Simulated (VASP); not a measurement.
# Eu (Im-3m) in VASP: a series of runs

Runs on Eu. Level: PBE. Tasks: single point.

Everything below comes from runs of VASP 6.6.1. Logs are shortened: lines on timing, memory, paths and dates and some standing lists are left out, and cuts for length are marked.

## Step 1: The cell of the first run

Symmetry: Im-3m, No. 229, cubic system. The conventional cell has a = 4.480 Å, b = 4.480 Å, c = 4.480 Å, α = 90.00°, β = 90.00°, γ = 90.00°. Within 5.1 Å of Eu (site symmetry m-3m) lie 14 Eu at 3.88 to 4.48 Å.

## Step 2: Single point, PBE, collinear spin, ferromagnetic start (44.95 Å³/atom)

INCAR

```
SYSTEM = Eu
PREC     = Accurate       ! precision mode
ENCUT    = 520            ! plane-wave cutoff, eV
EDIFF    = 1E-6           ! SCF threshold, eV
ISMEAR   = -1             ! smearing method
SIGMA    = 0.05           ! smearing width, eV
LREAL    = .FALSE.        ! projectors in reciprocal space
LASPH    = .TRUE.         ! aspherical terms in the spheres
NELM     = 150            ! most SCF steps
ALGO     = Normal         ! electronic algorithm
ISIF     = 2              ! what is computed and relaxed
LWAVE    = .FALSE.        ! write WAVECAR
LCHARG   = .TRUE.         ! write CHGCAR
ISPIN    = 2              ! spin polarisation
MAGMOM   = 7              ! initial moments
LORBIT   = 11             ! projections on sites
LMAXMIX  = 6              ! l up to which the mixer works
GGA      = PE             ! functional
LELF     = .TRUE.         ! ELF
LVHAR    = .TRUE.       
NBANDS   = 18             ! bands
```

KPOINTS

```
regular mesh
0
G
  10 10 10
  0 0 0
```

POSCAR

```
Eu
1.0
   -2.2398720668      2.2398720668      2.2398720668
    2.2398720668     -2.2398720668      2.2398720668
    2.2398720668      2.2398720668     -2.2398720668
Eu
1
Direct
    0.0000000000      0.0000000000      0.0000000000
```

Potentials or basis: VASP PAW PBE potentials, release 64 (Eu).

Started as:

```bash
cat potpaw_PBE.64/Eu/POTCAR > POTCAR
mpirun -np 1 vasp_std > vasp.out
```

OUTCAR:

```text
SYSTEM = Eu
   PREC = Accurate
   ENCUT = 520
   EDIFF = 1E-6
   ISMEAR = -1
   LREAL = .FALSE.
   LASPH = .TRUE.
   NELM = 150
   ISIF = 2
   ISPIN = 2
   LORBIT = 11
   GGA = PE

 ion  position               nearest neighbor table
   1  0.000  0.000  0.000-

  LATTYP: Found a body centered cubic cell.
 ALAT       =     4.4797441336

  Lattice vectors:

 A1 = (  -2.2398720668,   2.2398720668,   2.2398720668)
 A2 = (   2.2398720668,  -2.2398720668,   2.2398720668)
 A3 = (   2.2398720668,   2.2398720668,  -2.2398720668)

Analysis of symmetry for initial positions (statically):
=====================================================================
 Subroutine PRICEL returns:
 Original cell was already a primitive cell.

 Routine SETGRP: Setting up the symmetry group for a
 body centered cubic supercell.

 Subroutine GETGRP returns: Found 48 space group operations
 (whereof 48 operations were pure point group operations)
 out of a pool of 48 trial point group operations.

The static configuration has the point symmetry O_h .

Analysis of symmetry for dynamics (positions and initial velocities):
=====================================================================
 Subroutine PRICEL returns:
 Original cell was already a primitive cell.

 Routine SETGRP: Setting up the symmetry group for a
 body centered cubic supercell.

 Subroutine GETGRP returns: Found 48 space group operations
 (whereof 48 operations were pure point group operations)
 out of a pool of 48 trial point group operations.

The dynamic configuration has the point symmetry O_h .

Analysis of structural, dynamic, and magnetic symmetry:
=====================================================================
 Subroutine PRICEL returns:
 Original cell was already a primitive cell.

 Routine SETGRP: Setting up the symmetry group for a
 body centered cubic supercell.

 Subroutine GETGRP returns: Found 48 space group operations
 (whereof 48 operations were pure point group operations)
 out of a pool of 48 trial point group operations.

The overall configuration has the point symmetry O_h .

 Subroutine INISYM returns: Found 48 space group operations
 (whereof 48 operations are pure point group operations),
 and found     1 'primitive' translations

----------------------------------------------------------------------------------------

                                     Primitive cell

  volume of cell :      44.9500

  direct lattice vectors                    reciprocal lattice vectors
    -2.239872067  2.239872067  2.239872067     0.000000000  0.223227035  0.223227035
     2.239872067 -2.239872067  2.239872067     0.223227035  0.000000000  0.223227035
     2.239872067  2.239872067 -2.239872067     0.223227035  0.223227035  0.000000000

  length of vectors
     3.879572222  3.879572222  3.879572222     0.315690700  0.315690700  0.315690700

  position of ions in fractional coordinates (direct lattice)
     0.000000000  0.000000000  0.000000000

  ion indices of the primitive-cell ions
   primitive index   ion index
                 1           1

----------------------------------------------------------------------------------------

 KPOINTS: regular mesh

Automatic generation of k-mesh.
 Grid dimensions read from file:
 generate k-points for:   10   10   10

 Generating k-lattice:

  Cartesian coordinates                     Fractional coordinates (reciprocal lattice)
     0.000000000  0.022322703  0.022322703     0.100000000  0.000000000  0.000000000
     0.022322703  0.000000000  0.022322703     0.000000000  0.100000000  0.000000000
     0.022322703  0.022322703  0.000000000     0.000000000  0.000000000  0.100000000

  Length of vectors
     0.031569070  0.031569070  0.031569070

  Shift w.r.t. Gamma in fractional coordinates (k-lattice)
     0.000000000  0.000000000  0.000000000

 Subroutine IBZKPT returns following result:
 ===========================================

 Found     47 irreducible k-points:

 Following reciprocal coordinates:
            Coordinates               Weight
  0.000000  0.000000  0.000000      1.000000
  0.100000  0.000000  0.000000     12.000000
  0.200000  0.000000  0.000000     12.000000
  0.300000  0.000000  0.000000     12.000000
  0.400000  0.000000  0.000000     12.000000
  0.500000  0.000000  0.000000      6.000000
[... 16 lines left out ...]
  0.300000  0.300000  0.100000      8.000000
 -0.300000  0.300000  0.100000     24.000000
 [... further k-points ...]
   k-points           NKPTS =     47   k-points in BZ     NKDIM =     47   number of bands    NBANDS=     18
   number of dos      NEDOS =    301   number of ions     NIONS =      1
   total plane-waves  NPLWV =  27000
   dimension x,y,z NGX =    30 NGY =   30 NGZ =   30
   dimension x,y,z NGXF=    60 NGYF=   60 NGZF=   60
   ions per type =               1
   NGX,Y,Z   is equivalent  to a cutoff of  12.86, 12.86, 12.86 a.u.
   NGXF,Y,Z  is equivalent  to a cutoff of  25.71, 25.71, 25.71 a.u.
 SYSTEM =  Eu
[... 32 lines left out ...]
  Thomas-Fermi vector in A             =   2.320124
   LORBIT       =     11    0 simple, 1 ext, 2 COOP (PROOUT), +10 PAW based schemes
   GGA     = PE    functional components
   LHFCALC =     F    Hartree Fock is set to
   AEXX    =    0.0000 exact exchange contribution
   IVDW    =     0    specifies the selected vdW correction
   LEPSILON=     F    determine dielectric tensor
   LRPA    =     F    only Hartree local field effects (RPA)
 spin polarized calculation
  energy-cutoff  :      520.00
  volume of cell :       44.95
 maximum number of plane-waves:      1264
 NGX is ok and might be reduce to    30
   NGX = 15   NGY = 15   NGZ = 15

 number of electron      16.9999995 magnetization       7.3528776

 Free energy of the ion-electron system (eV)
  ---------------------------------------------------
  ext. energy  EPLUGINS =         0.00000000
  ---------------------------------------------------
  free energy    TOTEN  =       -11.43371532 eV

  energy without entropy =      -11.41961119  energy(sigma->0) =      -11.42666325

 E-fermi :   1.8897     XC(G=0):  -8.5619

 val. band max:        1.8821880793   @ k =  -0.4000  -0.4000   0.1000
 cond. band min:       1.8965058330   @ k =   0.5000   0.5000   0.2000
 fundamental gap:      0.0143177537
 Fermi energy:         1.8897261594

 spin component 1

 k-point     1 :       0.0000    0.0000    0.0000
  band No.  band energies     occupation
      1     -39.8263      1.00000
      2     -18.4290      1.00000
      3     -18.4290      1.00000
      4     -18.4290      1.00000
      5      -2.4308      1.00000
      6       1.3563      0.99998
[... 10 lines left out ...]
     17       5.2289      0.00000
     18      11.0064      0.00000

 k-point     2 :       0.1000    0.0000    0.0000
  band No.  band energies     occupation
      1     -39.8238      1.00000
      2     -18.4647      1.00000
      3     -18.4405      1.00000
      4     -18.4291      1.00000
      5      -2.2163      1.00000
      6       1.3547      0.99998
[... 10 lines left out ...]
     17       5.2403      0.00000
     18      11.1924      0.00000
[... 442 lines left out ...]
 k-point    24 :      -0.3000    0.3000    0.1000
  band No.  band energies     occupation
      1     -39.8073      1.00000
      2     -18.6616      1.00000
      3     -18.5193      1.00000
      4     -18.4565      1.00000
      5      -0.6054      1.00000
      6       1.3264      0.99999
[... 10 lines left out ...]
     17       5.7533      0.00000
     18       9.7971      0.00000

 [... further k-points ...]

 spin component 2

 k-point     1 :       0.0000    0.0000    0.0000
  band No.  band energies     occupation
      1     -36.6856      1.00000
      2     -16.0920      1.00000
      3     -16.0920      1.00000
      4     -16.0920      1.00000
      5      -1.6520      1.00000
      6       4.6118      0.00000
[... 10 lines left out ...]
     17       6.4622      0.00000
     18      12.0873      0.00000

 k-point     2 :       0.1000    0.0000    0.0000
  band No.  band energies     occupation
      1     -36.6823      1.00000
      2     -16.1378      1.00000
      3     -16.1063      1.00000
      4     -16.0921      1.00000
      5      -1.4281      1.00000
      6       4.4022      0.00000
[... 10 lines left out ...]
     17       6.5370      0.00000
     18      12.2729      0.00000
[... 442 lines left out ...]
 k-point    24 :      -0.3000    0.3000    0.1000
  band No.  band energies     occupation
      1     -36.6606      1.00000
      2     -16.3882      1.00000
      3     -16.2047      1.00000
      4     -16.1273      1.00000
      5       0.2284      1.00000
      6       3.3304      0.00000
[... 10 lines left out ...]
     17       7.0262      0.00000
     18      10.9628      0.00000

 [... further k-points ...]

------------------------ aborting loop because EDIFF is reached ----------------------------------------

  FORCE on cell =-STRESS in cart. coord.  units (eV):
  Direction    XX          YY          ZZ          XY          YZ          ZX
  --------------------------------------------------------------------------------------
  -------------------------------------------------------------------------------------
  Total       -0.2668704     -0.2668704     -0.2668704      0.0000000      0.0000000     -0.0000000
  in kB       -9.5122070     -9.5122070     -9.5122070      0.0000000      0.0000000     -0.0000000
  external PRESSURE =      -9.5122070 kB  Pullay stress =       0.0000000 kB

 VOLUME and BASIS-vectors are now :
 -----------------------------------------------------------------------------
  energy-cutoff  :      520.00
  volume of cell :       44.95
      direct lattice vectors                 reciprocal lattice vectors
    -2.239872067  2.239872067  2.239872067     0.000000000  0.223227035  0.223227035
     2.239872067 -2.239872067  2.239872067     0.223227035  0.000000000  0.223227035
     2.239872067  2.239872067 -2.239872067     0.223227035  0.223227035  0.000000000

 POSITION                                       TOTAL-FORCE (eV/Angst)
 -----------------------------------------------------------------------------------
      0.00000      0.00000      0.00000        -0.000000      0.000000      0.000000
 -----------------------------------------------------------------------------------
    total drift:                               -0.000000     -0.000000      0.000000

  FREE ENERGIE OF THE ION-ELECTRON SYSTEM (eV)
  ---------------------------------------------------
  free  energy   TOTEN  =       -11.4337153151 eV

  energy  without entropy=      -11.4196111877  energy(sigma->0) =      -11.42666325

 total charge

# of ion       s       p       d       f       tot
--------------------------------------------------
    1        2.082   5.715   0.266   6.663  14.726

 magnetization (x)

# of ion       s       p       d       f       tot
--------------------------------------------------
    1       -0.004  -0.095   0.132   6.661   6.694
```

It took 70 s on 1 thread of AMD EPYC 9R45 (Zen 5), shared host; peak memory 0.21 GiB.

What came out:

- Free energy: -11.4337 eV
- Pressure: -1.0 GPa
- Net moment: 7.35 μB per cell
- Site moments: Eu +6.69 μB
- Valence electrons inside the program's atomic spheres: Eu 14.73

Caveat: spin-orbit coupling is left out, which moves the levels of the heavy elements; semilocal functionals describe open f shells poorly, which spoils levels, moments and volumes.

## Step 3: Single point, PBE, collinear spin, ferromagnetic start (44.95 Å³/atom)

INCAR

```
PREC     = Accurate       # precision mode
ENCUT    = 520            # plane-wave cutoff, eV
EDIFF    = 1E-6           # SCF threshold, eV
ISMEAR   = -1             # smearing method
SIGMA    = 0.05           # smearing width, eV
LREAL    = False          # projectors in reciprocal space
LASPH    = True           # aspherical terms in the spheres
NELM     = 150            # most SCF steps
ALGO     = Normal         # electronic algorithm
ISIF     = 2              # what is computed and relaxed
LWAVE    = False          # write WAVECAR
LCHARG   = False          # write CHGCAR
ISPIN    = 2              # spin polarisation
MAGMOM   = 7              # initial moments
LORBIT   = 11             # projections on sites
LMAXMIX  = 6              # l up to which the mixer works
GGA      = PE             # functional
NBANDS   = 18             # bands
```

KPOINTS

```
regular mesh
0
Gamma
  10 10 10
```

POSCAR is that of step 2.

Potentials or basis: VASP PAW PBE potentials, release 64 (Eu).

Started as:

```bash
cat potpaw_PBE.64/Eu/POTCAR > POTCAR
mpirun -np 1 vasp_std > vasp.out
```

Wall time 69 s (1 thread of AMD EPYC 9R45 (Zen 5), shared host); peak memory 0.21 GiB.

Results (log left out):

```
Free energy                                           : -11.4337 eV
Pressure                                              : -1.0 GPa
Net moment                                            : 7.35 μB per cell
Site moments                                          : Eu +6.69 μB
Valence electrons inside the program's atomic spheres : Eu 14.73
```

Levels at points of the mesh, in eV from the Fermi level:
Spin up:
```csv
k point,band 10,band 11,band 12,band 13,band 14,band 15
"(0.00, 0.00, 0.00)",-0.40,-0.40,-0.36,1.74,1.74,1.74
"(0.50, 0.00, 0.00)",-0.40,-0.39,-0.38,0.43,0.62,3.22
"(0.50, 0.50, 0.50)",-0.50,-0.36,-0.36,-0.36,4.62,4.62
```
Spin down:
```
           k point  band 2  band 3  band 4  band 5  band 6  band 7  band 8  band 9
(0.00, 0.00, 0.00)  -17.98  -17.98  -17.98   -3.54    2.72    2.72    2.72    3.98
(0.50, 0.00, 0.00)  -18.43  -18.13  -17.98   -0.89    1.32    1.38    3.91    4.21
(0.50, 0.50, 0.50)  -18.30  -18.30  -18.30   -0.20   -0.20    3.90    3.90    3.90
```

Caveat: spin-orbit coupling is left out, which moves the levels of the heavy elements; semilocal functionals describe open f shells poorly, which spoils levels, moments and volumes. The state reached can hang on the start; a lower one may exist.

## Step 4: Single point, PBE, collinear spin, ferromagnetic start (46.90 Å³/atom)

This run uses another cell than the first one, of 46.90 Å³/atom.

INCAR

```
SYSTEM = Eu
PREC     = Accurate       ! precision mode
ENCUT    = 520            ! plane-wave cutoff, eV
EDIFF    = 1E-7           ! SCF threshold, eV
ISMEAR   = -1             ! smearing method
SIGMA    = 0.05           ! smearing width, eV
LREAL    = .False.        ! projectors in reciprocal space
LASPH    = .True.         ! aspherical terms in the spheres
NELM     = 150            ! most SCF steps
ALGO     = Normal         ! electronic algorithm
ISIF     = 2              ! what is computed and relaxed
LWAVE    = .False.        ! write WAVECAR
LCHARG   = .True.         ! write CHGCAR
ISPIN    = 2              ! spin polarisation
MAGMOM   = 7              ! initial moments
LORBIT   = 11             ! projections on sites
LMAXMIX  = 6              ! l up to which the mixer works
GGA      = PE             ! functional
LELF     = .True.         ! ELF
LVHAR    = .True.       
NBANDS   = 18             ! bands
```

KPOINTS

```
Automatic mesh
0
Gamma
  10 10 10
  0 0 0
```

POSCAR

```
Eu
1.0
   -2.2718745629      2.2718745629      2.2718745629
    2.2718745629     -2.2718745629      2.2718745629
    2.2718745629      2.2718745629     -2.2718745629
Eu
1
Direct
    0.0000000000      0.0000000000      0.0000000000
```

Started as:

```bash
cat potpaw_PBE.64/Eu/POTCAR > POTCAR
mpirun -np 1 vasp_std > vasp.out
```

Run time: 86 s. Hardware: 1 thread of AMD EPYC 9R45 (Zen 5), shared host; peak memory 0.21 GiB.

Results (log left out):

```
Free energy                                           : -11.4192 eV
Pressure                                              : -1.5 GPa
Net moment                                            : 7.38 μB per cell
Site moments                                          : Eu +6.70 μB
Valence electrons inside the program's atomic spheres : Eu 14.72
```

Levels at points of the mesh, in eV from the Fermi level:
Spin up:
| k point | band 10 | band 11 | band 12 | band 13 | band 14 | band 15 |
| --- | --- | --- | --- | --- | --- | --- |
| (0.00, 0.00, 0.00) | -0.40 | -0.40 | -0.36 | 1.71 | 1.71 | 1.71 |
| (0.50, 0.00, 0.00) | -0.40 | -0.40 | -0.39 | 0.46 | 0.51 | 3.10 |
| (0.50, 0.50, 0.50) | -0.50 | -0.36 | -0.36 | -0.36 | 4.40 | 4.40 |
Spin down:
| k point | band 3 | band 4 | band 5 | band 6 | band 7 | band 8 |
| --- | --- | --- | --- | --- | --- | --- |
| (0.00, 0.00, 0.00) | -18.04 | -18.04 | -3.49 | 2.68 | 2.68 | 2.68 |
| (0.50, 0.00, 0.00) | -18.17 | -18.04 | -0.85 | 1.28 | 1.33 | 3.93 |
| (0.50, 0.50, 0.50) | -18.32 | -18.32 | -0.11 | -0.11 | 3.86 | 3.86 |

Caveat: spin-orbit coupling is left out, which moves the levels of the heavy elements; semilocal functionals describe open f shells poorly, which spoils levels, moments and volumes. The state reached can hang on the start; a lower one may exist.

## Step 5: Single point, PBE, collinear spin, ferromagnetic start (46.90 Å³/atom)

This run uses another cell than the first one, of 46.90 Å³/atom.

INCAR

```
PREC     = Accurate       # precision mode
ENCUT    = 520            # plane-wave cutoff, eV
EDIFF    = 1E-7           # SCF threshold, eV
ISMEAR   = -1             # smearing method
SIGMA    = 0.05           # smearing width, eV
LREAL    = F              # projectors in reciprocal space
LASPH    = T              # aspherical terms in the spheres
NELM     = 150            # most SCF steps
ALGO     = Normal         # electronic algorithm
ISIF     = 2              # what is computed and relaxed
LWAVE    = F              # write WAVECAR
LCHARG   = F              # write CHGCAR
ISPIN    = 2              # spin polarisation
MAGMOM   = 7              # initial moments
LORBIT   = 11             # projections on sites
LMAXMIX  = 6              # l up to which the mixer works
GGA      = PE             # functional
NBANDS   = 18             # bands
```

KPOINTS

```
Automatic mesh
0
Gamma
  10 10 10
```

POSCAR is that of step 4.

Started as:

```bash
cat potpaw_PBE.64/Eu/POTCAR > POTCAR
mpirun -np 1 vasp_std > vasp.out
```

Wall time 92 s (1 thread of AMD EPYC 9R45 (Zen 5), shared host); peak memory 0.21 GiB.

It converged, with:

```yaml
Free_energy: -11.4192 eV
Pressure: -1.5 GPa
Net_moment: 7.38 μB per cell
Site_moments: Eu +6.70 μB
Valence_electrons_inside_the_program's_atomic_spheres: Eu 14.72
```

Levels at points of the mesh, in eV from the Fermi level:
Spin up:
```csv
k point,band 10,band 11,band 12,band 13,band 14,band 15
"(0.00, 0.00, 0.00)",-0.40,-0.40,-0.36,1.71,1.71,1.71
"(0.50, 0.00, 0.00)",-0.40,-0.40,-0.39,0.46,0.51,3.10
"(0.50, 0.50, 0.50)",-0.50,-0.36,-0.36,-0.36,4.40,4.40
```
Spin down:
```
           k point  band 3  band 4  band 5  band 6  band 7  band 8
(0.00, 0.00, 0.00)  -18.04  -18.04   -3.49    2.68    2.68    2.68
(0.50, 0.00, 0.00)  -18.17  -18.04   -0.85    1.28    1.33    3.93
(0.50, 0.50, 0.50)  -18.32  -18.32   -0.11   -0.11    3.86    3.86
```

Caveat: spin-orbit coupling is left out, which moves the levels of the heavy elements; semilocal functionals describe open f shells poorly, which spoils levels, moments and volumes. The state reached can hang on the start; a lower one may exist.
